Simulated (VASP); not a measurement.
Set up this calculation in VASP 6.6.1, as the native input.

```yaml
Task: single point
Functional: PBE
Potentials_or_basis: VASP PAW PBE potentials, release 64 (Ba_sv)
Cutoff: 520 eV
k_mesh: 18 × 18 × 18
Occupations: gaussian, width 0.15 eV
Spin: no spin polarisation
Dipole_correction: no
Further_INCAR_settings: ALGO = Fast; EDIFF = 1e-06; NBANDS = 11
```

The structure of Ba lies in POSCAR:

```
Ba
1.0
   -1.3281738692      2.6563477383      2.6563477383
    2.6563477383     -1.3281738692      2.6563477383
    2.6563477383      2.6563477383     -1.3281738692
Ba
1
Direct
    0.0000000000      0.0000000000      0.0000000000
```

This isn't the form of Ba at room conditions, which is bcc.

This cell differs from its parent crystal: ratio of the length along [111] to the lengths across it x 2.0, volume and fractional coordinates fixed.

One way to write it, as run:

INCAR

```
SYSTEM = Ba
ALGO = Fast
EDIFF = 1E-6
ENCUT = 520
GGA = PE
ISIF = 2
ISMEAR = 0
LASPH = .True.
LCHARG = .True.
LELF = .True.
LREAL = .False.
LVHAR = .True.
LWAVE = .False.
NBANDS = 11
NELM = 60
PREC = Accurate
SIGMA = 0.15
```

KPOINTS

```
k-points
0
Gamma
  18 18 18
  0 0 0
```

Potentials or basis: VASP PAW PBE potentials, release 64 (Ba_sv).

The run is started by

```sh
$ cat potpaw_PBE.64/Ba_sv/POTCAR > POTCAR
$ mpirun -np 1 vasp_std > vasp.out
```

Results of the run:

```
Pressure               : -0.1 GPa
Band gap on the k mesh : zero (bands 5 and 6 overlap by 0.12 eV)
```

Caveat: spin-orbit coupling is left out, which moves the levels of the heavy elements.

Wall time 56 s on 1 thread of AMD EPYC 9R45 96-Core Processor (Zen 5), with other jobs on the host, peak memory 0.25 GiB.
